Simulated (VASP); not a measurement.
**CdS: single point with PBE**

Crystal: CdS.

```
Cd S
1.0
     0.00000    2.87925    3.02549
     2.87925    0.00000    3.02549
     2.87925    2.87925    0.00000
Cd S
1 1
Cartesian
  0.0000 0.0000 0.0000
  1.4396 1.4396 1.5127
```

This cell differs from its parent crystal: epitaxial xy strain -2.0%.

| Property | Result |
| --- | --- |
| Program | VASP 6.6.1 |
| Task | single point |
| Functional | PBE |
| Potentials or basis | VASP PAW PBE potentials, release 64 (Cd_sv_GW, S) |
| Cutoff | 630 eV |
| k mesh | 8 × 8 × 8 |
| Occupations | fermi-dirac, width 0.02 eV |
| Spin | no spin polarisation |

- Pressure: 1.9 GPa
- Band gap on the k mesh: 1.06 eV

Stress tensor (GPa, compression positive):
```
2.27 0.00 0.00
0.00 2.27 0.00
0.00 0.00 1.29
```

Levels at points of the mesh, in eV from the valence-band top:
| k point | band 11 | band 12 | band 13 | band 14 | band 15 | band 16 |
| --- | --- | --- | --- | --- | --- | --- |
| (0.00, 0.00, 0.00) | -0.16 | 0.00 | 0.00 | 1.06 | 6.51 | 6.52 |
| (0.50, 0.00, 0.00) | -4.37 | -0.88 | -0.68 | 2.92 | 6.81 | 7.17 |
| (0.50, 0.50, 0.00) | -4.14 | -1.75 | -1.75 | 3.66 | 4.57 | 8.77 |
| (0.50, 0.00, 0.50) | -3.84 | -1.99 | -1.90 | 3.47 | 4.16 | 9.26 |

Wall time 84 s on 1 thread of Intel(R) Xeon(R) Platinum 8259CL CPU @ 2.50GHz (Skylake/Cascade Lake), on a shared host, peak memory 0.26 GiB.

Caveat: the cell differs from its parent crystal (epitaxial xy strain -2.0%); the structure was generated, so it needn't be the stable form of CdS.
